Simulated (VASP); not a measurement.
Runs of VASP 6.6.1 on Tl. The structure is that of space group Fd-3m (No. 227), or close to it. The cells are those of the table. 

```tsv
task	cell	k mesh	cutoff (eV)	gap on the mesh (eV)	pressure (GPa)
single point	a = 4.866 Å, angles 60.0°, 2 atoms	9 × 9 × 9	520	none	0.0
single point	a = 5.053 Å, angles 60.0°, 2 atoms	9 × 9 × 9	520	none	(a)
single point	a = 4.866 Å, angles 60.0°, 2 atoms	13 × 13 × 13	520	none	(b)
single point	a = 4.866 Å, angles 60.0°, 2 atoms	8 × 8 × 8	520	none	0.0
single point	a = 4.663 Å, angles 60.0°, 2 atoms	9 × 9 × 9	520	none	3.4
single point	a = 4.992 Å, angles 60.0°, 2 atoms	9 × 9 × 9	520	none	-1.2
single point	a = 4.930 Å, angles 60.0°, 2 atoms	9 × 9 × 9	520	none	-0.7
single point	a = 4.733 Å, angles 60.0°, 2 atoms	9 × 9 × 9	520	none	2.0
relaxation of cell and atoms	relaxed from a = 4.748 Å, angles 60.0°, 2 atoms	8 × 8 × 8	600	none	0.0
single point	a = 4.800 Å, angles 60.0°, 2 atoms	9 × 9 × 9	520	none	0.9
```

Alike in all rows: level PBEsol; potentials or basis VASP PAW PBE potentials, release 64 (Tl_d); no spin polarisation; smearing fermi-dirac 0.1 eV.

Q: Estimate the missing entries.

A: (a) -1.6; (b) -0.1.

Caveats: the PAW data sets were made with another functional, which shifts forces and pressure a little; spin-orbit coupling is left out, which moves the levels of the heavy elements.

A k mesh can miss the band edges, and the runs leave out spin-orbit coupling on Tl.

A gap of «none» marks levels without a gap at the run's occupations.
